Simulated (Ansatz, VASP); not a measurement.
## One calculation of InSb, two programs

```
CELL_PARAMETERS angstrom
0.00000 3.31231 3.31231
3.31231 0.00000 3.31231
3.31231 3.31231 0.00000
ATOMIC_POSITIONS crystal
In 0.00000 0.00000 0.00000
Sb 0.25000 0.25000 0.25000
```

Change from the starting cell: hydrostatic strain +1.0%.

Alike in both runs: task single point; functional r2SCAN; k mesh 6 × 6 × 6; occupations fermi-dirac, width 0.02 eV; no spin polarisation.

|  | VASP | Ansatz |
| --- | --- | --- |
| version | VASP 6.6.1 | Ansatz 0.2.0 |
| potentials or method | VASP PAW PBE potentials, release 64 (In_d, Sb) | plane waves, PAW |
| plane-wave cutoff (eV) | 520 | 500 |
| valence electrons in the cell | 18 | 28 |

|  | VASP | Ansatz | Ansatz less VASP |
| --- | --- | --- | --- |
| pressure (GPa) | -1.2 | -1.2 | +0.01 |

VASP's potentials were made for PBE, not for r2SCAN. VASP's potentials hold 18 valence electrons a cell and Ansatz's 28, so a difference there can come from the potentials and not from the codes.

Spin-orbit coupling is off throughout.
